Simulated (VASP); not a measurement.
Runs of VASP 6.6.1 on AlSn. The structure is that of space group P-6m2 (No. 187), or close to it. The cells are those of the table. 

| task | level | cell | k mesh | cutoff (eV) | share of exact exchange | screening parameter | gap on the mesh (eV) | pressure (GPa) |
| --- | --- | --- | --- | --- | --- | --- | --- | --- |
| single point | B3LYP | a = 4.198, b = 4.198, c = 3.307 Å, angles 90.0, 90.0, 120.0°, 2 atoms | 4 × 4 × 4 | 520 | 0.2 | - | none | 3.4 |
| single point | HSE06 | a = 4.112, b = 4.112, c = 3.239 Å, angles 90.0, 90.0, 120.0°, 2 atoms | 4 × 4 × 6 | 520 | 0.25 | 0.2079 1/Å | none | (a) |
| single point | HSE06 | a = 3.998, b = 3.998, c = 3.513 Å, angles 90.0, 90.0, 120.0°, 2 atoms | 4 × 4 × 4 | 520 | 0.25 | 0.2079 1/Å | none | 0.0 |
| relaxation of cell and atoms | HF | relaxed from a = 4.198, b = 4.198, c = 3.307 Å, angles 90.0, 90.0, 120.0°, 2 atoms | 4 × 4 × 4 | 600 | 1 | - | none | 0.0 |
| single point | PBE-based screened hybrid with 25 % exact exchange | a = 4.003, b = 4.003, c = 3.517 Å, angles 90.0, 90.0, 120.0°, 2 atoms | 4 × 4 × 4 | 520 | 0.25 | 0.3 1/Å | none | 0.0 |
| single point | HSE06 | a = 4.141, b = 4.141, c = 3.262 Å, angles 90.0, 90.0, 120.0°, 2 atoms | 4 × 4 × 6 | 520 | 0.25 | 0.2079 1/Å | none | 1.0 |
| single point | PBEsol-based screened hybrid with 25 % exact exchange | a = 3.963, b = 3.963, c = 3.490 Å, angles 90.0, 90.0, 120.0°, 2 atoms | 4 × 4 × 4 | 520 | 0.25 | 0.207 1/Å | none | 0.0 |

Alike in all rows: potentials or basis VASP PAW PBE potentials, release 64 (Sn_d, Al); no spin polarisation; smearing fermi-dirac 0.05 eV.

Task: Fill in the values left out.

Result: (a) 2.3.

Caveats: all runs use coarse meshes; the PAW data sets were made with another functional, which shifts forces and pressure a little; spin-orbit coupling is left out, which moves the levels of the heavy elements.

A k mesh can miss the band edges, and the runs leave out spin-orbit coupling on Sn.

A gap of «none» marks levels without a gap at the run's occupations.
